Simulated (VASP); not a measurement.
Wanted: the native input for a VASP 6.6.1 run.

* Task: single point
* Functional: LDA
* Potentials or basis: VASP PAW LDA potentials, release 64 (B, P)
* Cutoff: 520 eV
* k mesh: 8 × 8 × 8
* Occupations: gaussian, width 0.05 eV
* Spin: no spin polarisation
* Dipole correction: no
* Further INCAR settings: ALGO = Normal; EDIFF = 1e-06; NBANDS = 11

The structure of BP lies in POSCAR:

```
BP
1.0
    0.0000000000      2.2748279006      2.2748279006
    2.2748279006      0.0000000000      2.2748279006
    2.2748279006      2.2748279006      0.0000000000
B P
1 1
Direct
    0.0000000000      0.0000000000      0.0000000000
    0.7500000000      0.7500000000      0.7500000000
```

This cell differs from its parent crystal: volume scaled by 1.04.

One way to write it, as run:

INCAR

```
PREC = Accurate
ENCUT = 520
EDIFF = 1E-6
ISMEAR = 0
SIGMA = 0.05
LREAL = False
LASPH = True
NELM = 60
ALGO = Normal
ISIF = 2
LWAVE = False
LCHARG = False
GGA = CA
NBANDS = 11
```

KPOINTS

```
regular mesh
0
Gamma
  8 8 8
```

Potentials or basis: VASP PAW LDA potentials, release 64 (B, P).

Command:

```console
$ cat potpaw_LDA.64/B/POTCAR potpaw_LDA.64/P/POTCAR > POTCAR
$ mpirun -np 1 vasp_std > vasp.out
```

It gave:

```yaml
Pressure: -6.5 GPa
Band_gap_on_the_k_mesh: 1.22 eV, indirect (least direct gap 3.37 eV)
```

It used 4.2 s of CPU time on 1 thread of Intel Xeon 6975P-C, on a shared host.
